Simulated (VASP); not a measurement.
Runs of VASP 6.6.1 on NbTe. The structure is that of space group P-6m2 (No. 187), or close to it. The cells are those of the table. 

```csv
cell,gap on the mesh (eV),pressure (GPa)
"a = 3.640, b = 3.640, c = 3.632 Å, angles 90.0, 90.0, 120.0°, 2 atoms",none,6.0
"a = 3.752, b = 3.752, c = 3.743 Å, angles 90.0, 90.0, 120.0°, 2 atoms",none,-5.0
"a = 3.787, b = 3.787, c = 3.778 Å, angles 90.0, 90.0, 120.0°, 2 atoms",none,(b)
"a = 3.678, b = 3.678, c = 3.669 Å, angles 90.0, 90.0, 120.0°, 2 atoms",none,1.7
"a = 3.715, b = 3.715, c = 3.706 Å, angles 90.0, 90.0, 120.0°, 2 atoms",none,(a)
```

Alike in all rows: task single point; level PBE; potentials or basis VASP PAW PBE potentials, release 64 (Nb_sv, Te); no spin polarisation; k mesh 7 × 7 × 6; cutoff (eV) 520; smearing fermi-dirac 0.05 eV.

Q: Estimate the missing entries.

A: (a) -2.0; (b) -7.6.

Caveats: spin-orbit coupling is left out, which moves the levels of the heavy elements.

A k mesh can miss the band edges, and the runs leave out spin-orbit coupling on Nb, Te.

A gap of «none» marks levels without a gap at the run's occupations.
